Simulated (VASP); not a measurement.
# Se (P2/m) in VASP: a series of runs

The runs below take Se through single point, relaxation of cell and atoms, with PBE.

All numbers are computed with VASP 6.6.1; they aren't measurements. Logs are shortened: lines on timing, memory, paths and dates and some standing lists are left out, and cuts for length are marked.

### 1 The cell of the first run

Symmetry: P2/m, No. 10, monoclinic system. The conventional cell has a = 2.313 Å, b = 3.985 Å, c = 2.733 Å, α = 90.00°, β = 91.49°, γ = 90.00°. Within 3.1 Å of Se (site symmetry 2/m) lie 4 Se at 2.31 to 2.73 Å.

### 2 Single point, PBE

INCAR

```
  PREC = Accurate
  ENCUT = 520
  EDIFF = 1E-6
  ISMEAR = 0
  SIGMA = 0.1
  LREAL = False
  LASPH = True
  NELM = 100
  ALGO = Normal
  ISIF = 2
  LWAVE = False
  LCHARG = False
  GGA = PE
  NBANDS = 9
```

KPOINTS

```
regular mesh
0
Gamma
  8 4 6
```

POSCAR

```
Se
1.0
    2.3133966400      0.0000000000      0.0000000000
    0.0000000000      3.9854420700      0.0000000000
   -0.0709816500      0.0000000000      2.7320751500
Se
1
Direct
    0.0000000000      0.5000000000      0.5000000000
```

Potentials or basis: VASP PAW PBE potentials, release 64 (Se).

Started as:

```console
$ cat potpaw_PBE.64/Se/POTCAR > POTCAR
$ mpirun -np 1 vasp_std > vasp.out
```

OUTCAR:

```text
PREC = Accurate
   ENCUT = 520
   EDIFF = 1E-6
   ISMEAR = 0
   LREAL = False
   LASPH = True
   NELM = 100
   ISIF = 2
   GGA = PE

 ion  position               nearest neighbor table
   1  0.000  0.500  0.500-

  LATTYP: Found a simple monoclinic cell.
 ALAT       =     2.3133966400
 B/A-ratio  =     1.7227664297
 C/A-ratio  =     1.1813785104
 COS(beta)  =    -0.0259720914

  Lattice vectors:

 A1 = (   2.3133966400,   0.0000000000,   0.0000000000)
 A2 = (   0.0000000000,   3.9854420700,   0.0000000000)
 A3 = (  -0.0709816500,   0.0000000000,   2.7320751500)

Analysis of symmetry for initial positions (statically):
=====================================================================
 Subroutine PRICEL returns:
 Original cell was already a primitive cell.

 Routine SETGRP: Setting up the symmetry group for a
 simple monoclinic supercell.

 Subroutine GETGRP returns: Found  4 space group operations
 (whereof  4 operations were pure point group operations)
 out of a pool of  4 trial point group operations.

The static configuration has the point symmetry C_2h.

Analysis of symmetry for dynamics (positions and initial velocities):
=====================================================================
 Subroutine PRICEL returns:
 Original cell was already a primitive cell.

 Routine SETGRP: Setting up the symmetry group for a
 simple monoclinic supercell.

 Subroutine GETGRP returns: Found  4 space group operations
 (whereof  4 operations were pure point group operations)
 out of a pool of  4 trial point group operations.

The dynamic configuration has the point symmetry C_2h.

 Subroutine INISYM returns: Found  4 space group operations
 (whereof  4 operations are pure point group operations),
 and found     1 'primitive' translations

----------------------------------------------------------------------------------------

                                     Primitive cell

  volume of cell :      25.1895

  direct lattice vectors                    reciprocal lattice vectors
     2.313396640  0.000000000  0.000000000     0.432264828  0.000000000  0.011230610
     0.000000000  3.985442070  0.000000000     0.000000000  0.250913194  0.000000000
    -0.070981650  0.000000000  2.732075150     0.000000000  0.000000000  0.366022143

  length of vectors
     2.313396640  3.985442070  2.732997076     0.432410694  0.250913194  0.366022143
[... 80 lines left out ...]
   LREAL  =      F    real-space projection
   EDIFFG = 0.1E-04   stopping-criterion for IOM
   NSW    =      0    number of steps for IOM
   IBRION =     -1    ionic relax: 0-MD 1-quasi-New 2-CG
   NFREE  =      0    steps in history (QN), initial steepest desc. (CG)
   ISIF   =      2    stress and relaxation
   ISYM   =      2    0-nonsym 1-usesym 2-fastsym
   POTIM  = 0.5000    time-step for ionic-motion
   TEBEG  =    0.0;   TEEND  =   0.0 temperature during run
   PSTRESS=    0.0 pullay stress
   NELECT =       6.0000    total number of electrons
   NUPDOWN=      -1.0000    fix difference up-down
   EMIN   =  10.00;   EMAX   =-10.00  energy-range for DOS
   EFERMI =   0.00;   METHOD = LEGACY
   ISMEAR =     0;   SIGMA  =   0.10  broadening in eV -4-tet -1-fermi 0-gaus
   EFERMI_NEDOS =   21; number of points for ismear=-14 and -15
   IALGO  =     38    algorithm
   IMIX   =      4    mixing-type and parameters
     AMIX     =   0.40;   BMIX     =  1.00
     AMIX_MAG =   1.60;   BMIX_MAG =  1.00
  volume/ion in A,a.u.               =      25.19       169.99
  Fermi-wavevector in a.u.,A,eV,Ry     =   1.014812  1.917716 14.011864  1.029843
  Thomas-Fermi vector in A             =   2.148061
   LORBIT       =      0    0 simple, 1 ext, 2 COOP (PROOUT), +10 PAW based schemes
   GGA     = PE    functional components
   LHFCALC =     F    Hartree Fock is set to
   AEXX    =    0.0000 exact exchange contribution
   IVDW    =     0    specifies the selected vdW correction
   LEPSILON=     F    determine dielectric tensor
   LRPA    =     F    only Hartree local field effects (RPA)
 non-spin polarized calculation
 Gauss-broadening in eV      SIGMA  =   0.10
  energy-cutoff  :      520.00
  volume of cell :       25.19
 maximum number of plane-waves:       698
 NGX is ok and might be reduce to    18
   NGX =  9   NGY = 15   NGZ = 11

 number of electron       6.0000001 magnetization

 Free energy of the ion-electron system (eV)
  ---------------------------------------------------
  ext. energy  EPLUGINS =         0.00000000
  ---------------------------------------------------
  free energy    TOTEN  =        -2.90935949 eV

  energy without entropy =       -2.90582453  energy(sigma->0) =       -2.90759201

 E-fermi :   3.4821     XC(G=0):  -9.0236

 val. band max:        3.4460049624   @ k =   0.2500   0.0000   0.1667
 cond. band min:       3.5250251599   @ k =   0.2500   0.2500   0.1667
 fundamental gap:      0.0790201975
 Fermi energy:         3.4820741724

 k-point     1 :       0.0000    0.0000    0.0000
  band No.  band energies     occupation
      1     -13.5933      2.00000
      2      -0.5692      2.00000
      3       4.9764      0.00000
      4       6.6180      0.00000
      5      11.5829      0.00000
      6      11.5906      0.00000
      7      18.1615      0.00000
      8      21.1667      0.00000
      9      22.0091      0.00000
[... 265 lines left out ...]
 k-point    24 :       0.0000    0.2500    0.1667
  band No.  band energies     occupation
      1     -13.0957      2.00000
      2      -1.1105      2.00000
      3       1.7699      2.00000
      4       9.4771      0.00000
      5      11.9472      0.00000
      6      14.6335      0.00000
      7      15.6460      0.00000
      8      18.8970      0.00000
      9      22.6378      0.00000

 [... further k-points ...]

------------------------ aborting loop because EDIFF is reached ----------------------------------------

  FORCE on cell =-STRESS in cart. coord.  units (eV):
  Direction    XX          YY          ZZ          XY          YZ          ZX
  --------------------------------------------------------------------------------------
  -------------------------------------------------------------------------------------
  Total        5.6266871      0.0361059      0.2300104      0.0000000      0.0000000      0.1337265
  in kB      357.8854986      2.2965173     14.6298151      0.0000000      0.0000000      8.5056767
  external PRESSURE =     124.9372770 kB  Pullay stress =       0.0000000 kB

 VOLUME and BASIS-vectors are now :
 -----------------------------------------------------------------------------
  energy-cutoff  :      520.00
  volume of cell :       25.19
      direct lattice vectors                 reciprocal lattice vectors
     2.313396640  0.000000000  0.000000000     0.432264828  0.000000000  0.011230610
     0.000000000  3.985442070  0.000000000     0.000000000  0.250913194  0.000000000
    -0.070981650  0.000000000  2.732075150     0.000000000  0.000000000  0.366022143

 POSITION                                       TOTAL-FORCE (eV/Angst)
 -----------------------------------------------------------------------------------
     -0.03549      1.99272      1.36604         0.000000      0.000000      0.000000
 -----------------------------------------------------------------------------------
    total drift:                                0.000000      0.000000      0.000000

  FREE ENERGIE OF THE ION-ELECTRON SYSTEM (eV)
  ---------------------------------------------------
  free  energy   TOTEN  =        -2.9093594947 eV

  energy  without entropy=       -2.9058245295  energy(sigma->0) =       -2.90759201
```

OSZICAR:

```text
N       E                     dE             d eps       ncg     rms          rms(c)
DAV:   1     0.202259974227E+02    0.20226E+02   -0.27484E+03  1428   0.544E+02
DAV:   2    -0.232786612538E+01   -0.22554E+02   -0.21793E+02  1834   0.845E+01
DAV:   3    -0.291419970259E+01   -0.58633E+00   -0.58491E+00  1656   0.167E+01
DAV:   4    -0.291642683052E+01   -0.22271E-02   -0.22271E-02  1985   0.107E+00
DAV:   5    -0.291643147269E+01   -0.46422E-05   -0.46423E-05  1676   0.372E-02    0.466E+00
DAV:   6    -0.291021029084E+01    0.62212E-02   -0.58728E-03  1691   0.424E-01    0.286E+00
DAV:   7    -0.290954635765E+01    0.66393E-03   -0.10719E-02  1661   0.608E-01    0.970E-02
DAV:   8    -0.290941955241E+01    0.12681E-03   -0.15288E-03  1572   0.209E-01    0.523E-02
DAV:   9    -0.290934688564E+01    0.72667E-04   -0.10886E-04  1721   0.550E-02    0.153E-02
DAV:  10    -0.290935936297E+01   -0.12477E-04   -0.21892E-05  1487   0.280E-02    0.293E-03
DAV:  11    -0.290935949473E+01   -0.13176E-06   -0.49348E-07  1720   0.463E-03
   1 F= -.29093595E+01 E0= -.29075920E+01  d E =-.353497E-02
```

stdout:

```text
POSCAR found type information on POSCAR Se
 POSCAR found :  1 types and       1 ions
 scaLAPACK will be used
 LDA part: xc-table for (Slater+PW92), standard interpolation
 POSCAR, INCAR and KPOINTS ok, starting setup
 FFT: planning ... GRIDC
 FFT: planning ... GRID_SOFT
 FFT: planning ... GRID
 WAVECAR not read
 entering main loop
```

It took 10 s on 1 thread of Intel Xeon Platinum 8259CL at 2.50GHz (Skylake/Cascade Lake), shared host; peak memory 0.13 GiB.

What came out:

| Quantity | Value |
| --- | --- |
| Free energy | -2.9094 eV |
| Pressure | 12.5 GPa |
| Band gap on the k mesh | zero (band 3 reaches 5.46 eV, above the bottom of band 4 at 2.61 eV) |

Stress tensor (GPa, compression positive):
```
35.79  0.00  0.85
 0.00  0.23  0.00
 0.85  0.00  1.46
```

Caveat: the k points lie up to 0.39 Å⁻¹ apart.

[end of part 1 of 2]
